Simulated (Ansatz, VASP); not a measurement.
Two plane-wave programs on BaZrO3

```
Ba Zr O
1.0
     4.26116    0.00000    0.00000
     0.00000    4.26116    0.00000
     0.00000    0.00000    4.26116
Ba Zr O
1 1 3
Cartesian
  0.0000 0.0000 0.0000
  2.1306 2.1306 2.1306
  0.0000 2.1306 2.1306
  2.1306 0.0000 2.1306
  2.1306 2.1306 0.0000
```

Alike in both runs: functional RPBE; k mesh 6 × 6 × 6; occupations gaussian, width 0.01 eV; no spin polarisation.

Ansatz relaxed the structure, and its values are those at the end. VASP's run is a single point on that final structure, the one shown.

```csv
,VASP,Ansatz
version,VASP 6.6.1,Ansatz 0.2.0
potentials or method,"VASP PAW PBE potentials, release 64 (Ba_sv, Zr_sv, O), cutoff 520 eV","plane waves, PAW"
valence electrons in the cell,40,40
```

Ansatz gave:

| Property | Result |
| --- | --- |
| pressure (GPa) | 0.0 |

Q: Estimate VASP's values.

A: Pressure (GPa): 0.8.

VASP's potentials were made for PBE, not for RPBE. The functional is the same, so the differences come from potentials, cutoffs and numerics.

Neither program's run includes spin-orbit coupling.
